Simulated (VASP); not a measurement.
# ScIn3Rh (P-62m) in VASP: single point with PBE

Aim: the single point of ScIn3Rh with PBE.

All numbers are computed with VASP 6.6.1; they aren't measurements. Logs are shortened: lines on timing, memory, paths and dates and some standing lists are left out, and cuts for length are marked.

### 1 The cell of the first run

It takes space group P-62m (No. 189, hexagonal). The conventional cell has a = 5.773 Å, b = 5.773 Å, c = 4.499 Å, α = 90.00°, β = 90.00°, γ = 120.00°. Sc (site symmetry -62m) has 2 Rh at 2.25 Å within 3.0 Å. Within 3.4 Å of In (site symmetry m2m) lie 2 Rh at 2.44 to 3.34 Å and 4 In at 2.99 Å and 2 Sc at 3.32 Å. Rh (site symmetry -62m) has 2 Sc at 2.25 Å and 3 In at 2.44 Å within 3.0 Å.

The cell was built from a structure type or drawn by symmetry, and may not be a known phase.

### 2 Single point, PBE

File INCAR:

```
SYSTEM = ScIn3Rh
PREC = Accurate ; ENCUT = 500
EDIFF = 1E-6 ; ISMEAR = 0
SIGMA = 0.1 ; LREAL = .False.
LASPH = .True. ; NELM = 120
ALGO = Normal ; ISIF = 2
LWAVE = .False. ; LCHARG = .False.
GGA = PE ; NBANDS = 40
GGA_COMPAT = .False.
```

File KPOINTS:

```
Automatic mesh
0
Gamma
  3 3 4
  0 0 0
```

File POSCAR:

```
ScIn3Rh
1.0
    5.7725182200      0.0000000000      0.0000000000
   -2.8862591100      4.9991474200      0.0000000000
    0.0000000000      0.0000000000      4.4991741500
Sc In Rh
1 3 1
Direct
    0.0000000000      0.0000000000      0.0000000000
    0.4220876900      0.0000000000      0.5000000000
    0.0000000000      0.4220876900      0.5000000000
    0.5779123100      0.5779123100      0.5000000000
    0.0000000000      0.0000000000      0.5000000000
```

Potentials or basis: VASP PAW PBE potentials, release 64 (Sc_sv, In_d, Rh_pv).

Command:

```
$ cat potpaw_PBE.64/Sc_sv/POTCAR potpaw_PBE.64/In_d/POTCAR potpaw_PBE.64/Rh_pv/POTCAR > POTCAR
$ mpirun -np 1 vasp_std > vasp.out
```

OUTCAR:

```text
SYSTEM = ScIn3Rh
   PREC = Accurate
   ENCUT = 500
   EDIFF = 1E-6
   ISMEAR = 0
   LREAL = .False.
   LASPH = .True.
   NELM = 120
   ISIF = 2
   GGA = PE

 ion  position               nearest neighbor table
   1  0.000  0.000  0.000-   5 2.25   5 2.25   3 3.32   3 3.32   4 3.32   4 3.32   2 3.32   2 3.32

   2  0.422  0.000  0.500-   5 2.44   4 2.99   3 2.99   3 2.99   4 2.99   1 3.32   1 3.32   5 3.34

   3  0.000  0.422  0.500-   5 2.44   2 2.99   2 2.99   4 2.99   4 2.99   1 3.32   1 3.32   5 3.34

   4  0.578  0.578  0.500-   5 2.44   2 2.99   2 2.99   3 2.99   3 2.99   1 3.32   1 3.32   5 3.34

   5  0.000  0.000  0.500-   1 2.25   1 2.25   4 2.44   3 2.44   2 2.44   4 3.34   3 3.34   2 3.34

  LATTYP: Found a hexagonal cell.
 ALAT       =     5.7725182200
 C/A-ratio  =     0.7794127240

  Lattice vectors:

 A1 = (   5.7725182200,   0.0000000000,   0.0000000000)
 A2 = (  -2.8862591100,   4.9991474200,   0.0000000000)
 A3 = (   0.0000000000,   0.0000000000,   4.4991741500)

Analysis of symmetry for initial positions (statically):
=====================================================================
 Subroutine PRICEL returns:
 Original cell was already a primitive cell.

 Routine SETGRP: Setting up the symmetry group for a
 hexagonal supercell.

 Subroutine GETGRP returns: Found 12 space group operations
 (whereof 12 operations were pure point group operations)
 out of a pool of 24 trial point group operations.

The static configuration has the point symmetry D_3h.

Analysis of symmetry for dynamics (positions and initial velocities):
=====================================================================
 Subroutine PRICEL returns:
 Original cell was already a primitive cell.

 Routine SETGRP: Setting up the symmetry group for a
 hexagonal supercell.

 Subroutine GETGRP returns: Found 12 space group operations
 (whereof 12 operations were pure point group operations)
 out of a pool of 24 trial point group operations.

The dynamic configuration has the point symmetry D_3h.

 Subroutine INISYM returns: Found 12 space group operations
 (whereof 12 operations are pure point group operations),
 and found     1 'primitive' translations

----------------------------------------------------------------------------------------

                                     Primitive cell

  volume of cell :     129.8357

  direct lattice vectors                    reciprocal lattice vectors
     5.772518220  0.000000000  0.000000000     0.173234620  0.100017055  0.000000000
    -2.886259110  4.999147420  0.000000000     0.000000000  0.200034109  0.000000000
     0.000000000  0.000000000  4.499174150     0.000000000  0.000000000  0.222263012

  length of vectors
     5.772518220  5.772518218  4.499174150     0.200034109  0.200034109  0.222263012

  position of ions in fractional coordinates (direct lattice)
     0.000000000  0.000000000  0.000000000
     0.422087690  0.000000000  0.500000000
     0.000000000  0.422087690  0.500000000
     0.577912310  0.577912310  0.500000000
     0.000000000  0.000000000  0.500000000

  ion indices of the primitive-cell ions
   primitive index   ion index
                 1           1
                 2           2
                 3           3
                 4           4
                 5           5

----------------------------------------------------------------------------------------

 KPOINTS: Automatic mesh

Automatic generation of k-mesh.
 Grid dimensions read from file:
 generate k-points for:    3    3    4

 Generating k-lattice:

  Cartesian coordinates                     Fractional coordinates (reciprocal lattice)
     0.057744873  0.033339018  0.000000000     0.333333333 -0.000000000  0.000000000
     0.000000000  0.066678036  0.000000000     0.000000000  0.333333333  0.000000000
     0.000000000  0.000000000  0.055565753     0.000000000  0.000000000  0.250000000

  Length of vectors
     0.066678036  0.066678036  0.055565753

  Shift w.r.t. Gamma in fractional coordinates (k-lattice)
     0.000000000  0.000000000  0.000000000

 Subroutine IBZKPT returns following result:
 ===========================================

 Found      9 irreducible k-points:

 Following reciprocal coordinates:
            Coordinates               Weight
  0.000000  0.000000  0.000000      1.000000
  0.333333  0.000000  0.000000      6.000000
  0.333333  0.333333  0.000000      2.000000
  0.000000  0.000000  0.250000      2.000000
  0.333333  0.000000  0.250000     12.000000
  0.333333  0.333333  0.250000      4.000000
  0.000000  0.000000  0.500000      1.000000
  0.333333  0.000000  0.500000      6.000000
  0.333333  0.333333  0.500000      2.000000
   k-points           NKPTS =      9   k-points in BZ     NKDIM =      9   number of bands    NBANDS=     40
   number of dos      NEDOS =    301   number of ions     NIONS =      5
   total plane-waves  NPLWV =  63504
   dimension x,y,z NGX =    42 NGY =   42 NGZ =   36
   dimension x,y,z NGXF=    84 NGYF=   84 NGZF=   72
   ions per type =               1   3   1
   NGX,Y,Z   is equivalent  to a cutoff of  12.10, 12.10, 13.30 a.u.
   NGXF,Y,Z  is equivalent  to a cutoff of  24.19, 24.19, 26.60 a.u.
 SYSTEM =  ScIn3Rh
   PREC   = accura    normal or accurate (medium, high low for compatibility)
   ISTART =      0    job   : 0-new  1-cont  2-samecut
   ICHARG =      2    charge: 1-file 2-atom 10-const
   ISPIN  =      1    spin polarized calculation?
   LNONCOLLINEAR =      F non collinear calculations
   LSORBIT =      F    spin-orbit coupling
   LASPH  =      T    aspherical Exc in radial PAW
   ENCUT  =  500.0 eV  36.75 Ry    6.06 a.u.  10.52 10.52  8.20*2*pi/ulx,y,z
   NELM   =    120;   NELMIN=  2; NELMDL= -5     # of ELM steps
   EDIFF  = 0.1E-05   stopping-criterion for ELM
   LREAL  =      F    real-space projection
[... 7 lines left out ...]
   TEBEG  =    0.0;   TEEND  =   0.0 temperature during run
   PSTRESS=    0.0 pullay stress
   NELECT =      65.0000    total number of electrons
   NUPDOWN=      -1.0000    fix difference up-down
   EMIN   =  10.00;   EMAX   =-10.00  energy-range for DOS
   EFERMI =   0.00;   METHOD = LEGACY
   ISMEAR =     0;   SIGMA  =   0.10  broadening in eV -4-tet -1-fermi 0-gaus
   EFERMI_NEDOS =   21; number of points for ismear=-14 and -15
   IALGO  =     38    algorithm
   IMIX   =      4    mixing-type and parameters
     AMIX     =   0.40;   BMIX     =  1.00
     AMIX_MAG =   1.60;   BMIX_MAG =  1.00
  volume/ion in A,a.u.               =      25.97       175.23
  Fermi-wavevector in a.u.,A,eV,Ry     =   1.299914  2.456481 22.990801  1.689776
  Thomas-Fermi vector in A             =   2.431147
   LORBIT       =      0    0 simple, 1 ext, 2 COOP (PROOUT), +10 PAW based schemes
   GGA     = PE    functional components
   LHFCALC =     F    Hartree Fock is set to
   AEXX    =    0.0000 exact exchange contribution
   IVDW    =     0    specifies the selected vdW correction
   LEPSILON=     F    determine dielectric tensor
   LRPA    =     F    only Hartree local field effects (RPA)
 non-spin polarized calculation
 Gauss-broadening in eV      SIGMA  =   0.10
  energy-cutoff  :      500.00
  volume of cell :      129.84
 maximum number of plane-waves:      3329
 NGX is ok and might be reduce to    42
   NGX = 21   NGY = 21   NGZ = 17

 number of electron      65.0000008 magnetization

 Free energy of the ion-electron system (eV)
  ---------------------------------------------------
  ext. energy  EPLUGINS =         0.00000000
  ---------------------------------------------------
  free energy    TOTEN  =       -19.43768976 eV

  energy without entropy =      -19.42010579  energy(sigma->0) =      -19.42889778

 E-fermi :   6.6135     XC(G=0):  -9.8343

 val. band max:        6.5915103493   @ k =   0.3333   0.3333   0.5000
 cond. band min:       6.7127012920   @ k =   0.3333   0.0000   0.2500
 fundamental gap:      0.1211909426
 Fermi energy:         6.6135241330

 k-point     1 :       0.0000    0.0000    0.0000
  band No.  band energies     occupation
      1     -43.8889      2.00000
      2     -40.8894      2.00000
      3     -40.3961      2.00000
      4     -40.3961      2.00000
      5     -22.5375      2.00000
      6     -22.5216      2.00000
[... 32 lines left out ...]
     39       9.4680      0.00000
     40       9.4680      0.00000

 k-point     2 :       0.3333    0.0000    0.0000
  band No.  band energies     occupation
      1     -43.8889      2.00000
      2     -40.8894      2.00000
      3     -40.3965      2.00000
      4     -40.3963      2.00000
      5     -22.5375      2.00000
      6     -22.5218      2.00000
[... 32 lines left out ...]
     39       9.3874      0.00000
     40      10.0295      0.00000

 k-point     3 :       0.3333    0.3333    0.0000
  band No.  band energies     occupation
      1     -43.8889      2.00000
      2     -40.8894      2.00000
      3     -40.3965      2.00000
      4     -40.3965      2.00000
      5     -22.5375      2.00000
      6     -22.5218      2.00000
[... 32 lines left out ...]
     39       8.7228      0.00000
     40       9.8868      0.00000

 k-point     4 :       0.0000    0.0000    0.2500
  band No.  band energies     occupation
      1     -43.9520      2.00000
      2     -40.7921      2.00000
      3     -40.3959      2.00000
      4     -40.3959      2.00000
      5     -22.6744      2.00000
      6     -22.5264      2.00000
[... 32 lines left out ...]
     39       9.0531      0.00000
     40       9.0531      0.00000

 k-point     5 :       0.3333    0.0000    0.2500
  band No.  band energies     occupation
      1     -43.9520      2.00000
      2     -40.7921      2.00000
      3     -40.3963      2.00000
      4     -40.3961      2.00000
      5     -22.6744      2.00000
      6     -22.5266      2.00000
[... 32 lines left out ...]
     39       9.0023      0.00000
     40       9.0729      0.00000

 k-point     6 :       0.3333    0.3333    0.2500
  band No.  band energies     occupation
      1     -43.9520      2.00000
      2     -40.7921      2.00000
      3     -40.3963      2.00000
      4     -40.3963      2.00000
      5     -22.6744      2.00000
      6     -22.5266      2.00000
[... 32 lines left out ...]
     39       9.0457      0.00000
     40       9.3679      0.00000

 k-point     7 :       0.0000    0.0000    0.5000
  band No.  band energies     occupation
      1     -44.0118      2.00000
      2     -40.6978      2.00000
      3     -40.3957      2.00000
      4     -40.3957      2.00000
      5     -22.8095      2.00000
      6     -22.5313      2.00000
[... 32 lines left out ...]
     39       8.7972      0.00000
     40       8.7972      0.00000

 k-point     8 :       0.3333    0.0000    0.5000
  band No.  band energies     occupation
      1     -44.0118      2.00000
      2     -40.6979      2.00000
      3     -40.3961      2.00000
      4     -40.3959      2.00000
      5     -22.8094      2.00000
      6     -22.5314      2.00000
[... 32 lines left out ...]
     39       8.5086      0.00000
     40       8.6918      0.00000

 k-point     9 :       0.3333    0.3333    0.5000
  band No.  band energies     occupation
      1     -44.0118      2.00000
      2     -40.6979      2.00000
      3     -40.3961      2.00000
      4     -40.3961      2.00000
      5     -22.8094      2.00000
      6     -22.5314      2.00000
[... 32 lines left out ...]
     39       7.6983      0.00000
     40       9.2419      0.00000

------------------------ aborting loop because EDIFF is reached ----------------------------------------

  FORCE on cell =-STRESS in cart. coord.  units (eV):
  Direction    XX          YY          ZZ          XY          YZ          ZX
  --------------------------------------------------------------------------------------
  -------------------------------------------------------------------------------------
  Total        9.5542932      9.5542932     10.9179803      0.0000000      0.0000000      0.0000000
  in kB      117.9003479    117.9003478    134.7282990      0.0000000      0.0000000      0.0000000
  external PRESSURE =     123.5096649 kB  Pullay stress =       0.0000000 kB

 VOLUME and BASIS-vectors are now :
 -----------------------------------------------------------------------------
  energy-cutoff  :      500.00
  volume of cell :      129.84
      direct lattice vectors                 reciprocal lattice vectors
     5.772518220  0.000000000  0.000000000     0.173234620  0.100017055  0.000000000
    -2.886259110  4.999147420  0.000000000     0.000000000  0.200034109  0.000000000
     0.000000000  0.000000000  4.499174150     0.000000000  0.000000000  0.222263012

 POSITION                                       TOTAL-FORCE (eV/Angst)
 -----------------------------------------------------------------------------------
      0.00000      0.00000      0.00000        -0.000000     -0.000000      0.000000
      2.43651      0.00000      2.24959         2.485734     -0.000000     -0.000000
     -1.21825      2.11008      2.24959        -1.242867      2.152709      0.000000
      1.66800      2.88907      2.24959        -1.242867     -2.152709      0.000000
      0.00000      0.00000      2.24959        -0.000000     -0.000000      0.000000
 -----------------------------------------------------------------------------------
    total drift:                                0.000006      0.000011     -0.000001

  FREE ENERGIE OF THE ION-ELECTRON SYSTEM (eV)
  ---------------------------------------------------
  free  energy   TOTEN  =       -19.4376897632 eV

  energy  without entropy=      -19.4201057939  energy(sigma->0) =      -19.42889778
```

Run time: 41 s. Hardware: 1 thread of Intel Xeon Platinum 8375C at 2.90GHz (Ice Lake), shared host; peak memory 0.26 GiB.

What came out:

```yaml
Free_energy: -19.4377 eV
Pressure: 12.4 GPa
Largest_force: 2.486 eV/Å
Band_gap_on_the_k_mesh: zero (an odd number of electrons rules out a gap without spin polarisation)
```

Forces on the atoms (eV/Å):
```
Sc   0.000  0.000  0.000
In   2.486  0.000  0.000
In  -1.243  2.153  0.000
In  -1.243 -2.153  0.000
Rh   0.000  0.000  0.000
```

Caveat: the k points lie up to 0.42 Å⁻¹ apart, too coarse for converged energies and pressures of a metal; spin-orbit coupling is left out, which moves the levels of the heavy elements; forces of over 1 eV/Å act on the atoms, so gaps and moduli don't describe the material at rest.
